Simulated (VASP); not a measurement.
**Al: single point with PBE**

The system is Al.

```
CELL_PARAMETERS angstrom
0.00000 1.93570 1.93570
1.93570 0.00000 1.93570
1.93570 1.93570 0.00000
ATOMIC_POSITIONS crystal
Al 0.00000 0.00000 0.00000
```

This cell differs from its parent crystal: volume scaled by 0.88.

```json
{"Program": "VASP 6.6.1", "Task": "single point", "Functional": "PBE", "Potentials or basis": "VASP PAW PBE potentials, release 64 (Al)", "Cutoff": "520 eV", "k mesh": "22 × 22 × 22", "Occupations": "fermi-dirac, width 0.1 eV", "Spin": "no spin polarisation", "Dipole correction": "no", "Further INCAR settings": "ALGO = Normal; EDIFF = 1e-06; NBANDS = 8"}
```

```json
{
  "Pressure": "13.4 GPa"
}
```

Levels at points of the mesh, in eV from the Fermi level:
| k point | band 1 | band 2 | band 3 | band 4 | band 5 | band 6 |
| --- | --- | --- | --- | --- | --- | --- |
| (0.00, 0.00, 0.00) | -12.04 | 13.37 | 13.37 | 13.37 | 15.89 | 15.89 |
| (0.50, 0.00, 0.00) | -5.11 | -4.55 | 12.09 | 12.09 | 12.87 | 12.87 |
| (0.50, 0.50, 0.00) | -3.22 | -1.64 | 5.29 | 6.25 | 6.25 | 10.41 |

Wall time 52 s on 1 thread of AMD EPYC 7R13, on a shared host, peak memory 0.11 GiB.
